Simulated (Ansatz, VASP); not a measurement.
Two plane-wave programs on Ge2Sb2Te5

```xyz
9
Lattice="4.2748 0.0000 0.0000 -2.1374 3.7021 0.0000 0.0000 0.0000 16.5556" Properties=species:S:1:pos:R:3 pbc="T T T"
Ge    0.0000    0.0000    5.4877
Ge    0.0000    0.0000   11.0679
Sb    0.0000    2.4681    1.8568
Sb    2.1374    1.2340   14.6988
Te    0.0000    0.0000    0.0000
Te    0.0000    2.4681   13.1014
Te    2.1374    1.2340    3.4542
Te    0.0000    2.4681    6.7837
Te    2.1374    1.2340    9.7719
```

Alike in both runs: task single point; functional PBE; k mesh 12 × 12 × 2; occupations gaussian, width 0.03 eV; no spin polarisation.

|  | VASP | Ansatz |
| --- | --- | --- |
| version | VASP 6.6.1 | Ansatz 0.2.0 |
| potentials or method | VASP PAW PBE potentials, release 64 (Ge_d, Sb, Te), cutoff 520 eV | scalar-relativistic, plane waves, PAW |
| valence electrons in the cell | 68 | 138 |

Ansatz gave:

- gap on the k mesh at the Fermi level (eV): none
- pressure (GPa): 4.3
- traceless stress, the component that is largest in VASP (GPa): 1.67
- rms of the force components (eV/Å): 0.279

Q: What did VASP give for the same quantities?

A: gap on the k mesh at the Fermi level (eV): none; pressure (GPa): 4.4; traceless stress, the component that is largest in VASP (GPa): 1.65; rms of the force components (eV/Å): 0.288.

Atom by atom the forces differ by 0.009 eV/Å (rms over components). A gap of «none» marks a metal or a gap that the smearing closes. With one functional, cell and mesh, what is left measures potentials, basis and numerics. VASP's potentials hold 68 valence electrons a cell and Ansatz's 138, so a difference there can come from the potentials and not from the codes.

Neither program's run includes spin-orbit coupling.
